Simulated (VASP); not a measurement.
## K3TaO3: single point with PBE

K3TaO3:

```xyz
7
Lattice="3.8880 0.0000 0.0000 0.0000 3.8880 0.0000 0.0000 0.0000 13.3889" Properties=species:S:1:pos:R:3 pbc="T T T"
K     0.0000    0.0000    7.1578
K     1.9440    1.9440    2.9703
K     1.9440    1.9440   11.2054
Ta    0.0000    0.0000    0.3049
O     0.0000    0.0000    2.1152
O     0.0000    1.9440   13.2274
O     1.9440    0.0000   13.2274
```

```json
{"Program": "VASP 6.6.1", "Task": "single point", "Functional": "PBE", "Potentials or basis": "VASP PAW PBE potentials, release 64 (K_sv, Ta_pv, O)", "Cutoff": "520 eV", "k mesh": "4 × 4 × 2", "Occupations": "gaussian, width 0.1 eV", "Spin": "collinear spin", "Starting moments": "[0.0, 0.0, 0.0, 1.0, 0.0, 0.0, 0.0] μB"}
```

```json
{
 "Pressure": "0.3 GPa",
 "Largest force": "0.251 eV/Å",
 "Band gap on the k mesh": "zero (filled and empty bands overlap)",
 "Net moment": "0.00 μB per cell",
 "Valence electrons inside the program's atomic spheres": "K 7.55, 7.57 (each value once); Ta 8.93; O 5.02, 5.06 (each value once)"
}
```

Forces in eV/Å, atoms in the order of the input:
```
K    0.000  0.000  0.000
K    0.000  0.000  0.005
K    0.000  0.000 -0.025
Ta   0.000  0.000 -0.204
O    0.000  0.000  0.251
O    0.000  0.000 -0.014
O    0.000  0.000 -0.014
```

Stress tensor (GPa, compression positive):
```
0.24 0.00 0.00
0.00 0.24 0.00
0.00 0.00 0.58
```

Levels at points of the mesh, in eV from the Fermi level:
Spin up:
| k point | band 23 | band 24 | band 25 | band 26 | band 27 | band 28 | band 29 | band 30 | band 31 | band 32 |
| --- | --- | --- | --- | --- | --- | --- | --- | --- | --- | --- |
| (0.00, 0.00, 0.00) | -5.15 | -5.15 | -5.15 | -4.00 | -4.00 | -2.17 | -0.86 | -0.56 | 0.08 | 2.06 |
| (0.50, 0.00, 0.00) | -5.78 | -5.40 | -5.01 | -4.95 | -4.58 | 0.19 | 0.42 | 0.91 | 1.19 | 1.70 |
| (0.50, 0.50, 0.00) | -6.60 | -6.14 | -4.50 | -4.50 | -3.07 | 0.14 | 1.06 | 1.92 | 1.92 | 2.34 |
| (0.00, 0.00, 0.50) | -5.15 | -5.15 | -5.15 | -4.00 | -4.00 | -2.12 | -1.09 | -0.56 | 0.61 | 1.44 |
| (0.50, 0.00, 0.50) | -5.78 | -5.40 | -5.01 | -4.95 | -4.58 | 0.25 | 0.42 | 0.91 | 0.94 | 1.70 |
| (0.50, 0.50, 0.50) | -6.60 | -6.14 | -4.50 | -4.50 | -3.07 | 0.15 | 1.05 | 1.92 | 1.92 | 2.37 |
Spin down:
```tsv
k point	band 23	band 24	band 25	band 26	band 27	band 28	band 29	band 30	band 31	band 32
(0.00, 0.00, 0.00)	-5.15	-5.15	-5.15	-4.00	-4.00	-2.17	-0.86	-0.56	0.08	2.06
(0.50, 0.00, 0.00)	-5.78	-5.40	-5.01	-4.95	-4.58	0.19	0.42	0.91	1.19	1.70
(0.50, 0.50, 0.00)	-6.60	-6.14	-4.50	-4.50	-3.07	0.15	1.06	1.92	1.92	2.34
(0.00, 0.00, 0.50)	-5.15	-5.15	-5.15	-4.00	-4.00	-2.12	-1.09	-0.56	0.61	1.44
(0.50, 0.00, 0.50)	-5.78	-5.40	-5.01	-4.95	-4.58	0.25	0.42	0.91	0.94	1.70
(0.50, 0.50, 0.50)	-6.60	-6.14	-4.50	-4.50	-3.07	0.15	1.06	1.92	1.92	2.37
```

Wall time 3.8 min on 1 thread of Intel(R) Xeon(R) Platinum 8488C (Sapphire Rapids), with other jobs on the host, peak memory 0.43 GiB.

Caveat: the k points lie up to 0.40 Å⁻¹ apart, too coarse for converged energies and pressures of a metal; spin-orbit coupling is left out, which moves the levels of the heavy elements.
